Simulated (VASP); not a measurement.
Here is a VASP 6.6.1 calculation.

POSCAR

```
NaF
1.0
    2.2711539338      2.2711539338      0.0000000000
   -2.2711539338      2.2711539338      0.0000000000
    0.0000000000      2.2711539338      2.2711539338
Na F
1 1
Direct
    0.0000000000      0.0000000000      0.0000000000
    0.5000000000      0.5000000000      0.0000000000
```

INCAR.step1

```
SYSTEM = NaF
PREC = Accurate
ENCUT = 520
ISMEAR = 0
SIGMA = 0.01
LREAL = .False.
LASPH = .True.
NELM = 60
NBANDS = 14
GGA = PE
ALGO = Normal
EDIFF = 1E-4
LWAVE = .True.
LCHARG = .False.
```

File INCAR.step2:

```
SYSTEM = NaF
PREC = Accurate
ENCUT = 520
EDIFF = 1E-6
ISMEAR = 0
SIGMA = 0.01
LREAL = .False.
LASPH = .True.
NELM = 60
ALGO = Normal
ISIF = 2
LWAVE = .False.
LCHARG = .False.
METAGGA = R2SCAN
LMIXTAU = .True.
NBANDS = 14
ISTART = 1
```

Contents of KPOINTS:

```
Automatic mesh
0
Gamma
  8 8 8
  0 0 0
```

Potentials or basis: VASP PAW PBE potentials, release 64 (Na_pv, F).

Command:

```console
$ cat potpaw_PBE.64/Na_pv/POTCAR potpaw_PBE.64/F/POTCAR > POTCAR
$ cp INCAR.step1 INCAR
$ mpirun -np 1 vasp_std > vasp.out
$ cp INCAR.step2 INCAR
$ mpirun -np 1 vasp_std > vasp.out
```

Question: Predict the pressure.

Answer: 1.3 GPa.

Question: What does it give for the band gap on the k mesh?

Answer: 7.52 eV, direct.

Caveat: the PAW data sets were made with another functional, which shifts forces and pressure a little. r2SCAN opens gaps a little over a GGA but as a rule still falls short of measured ones.
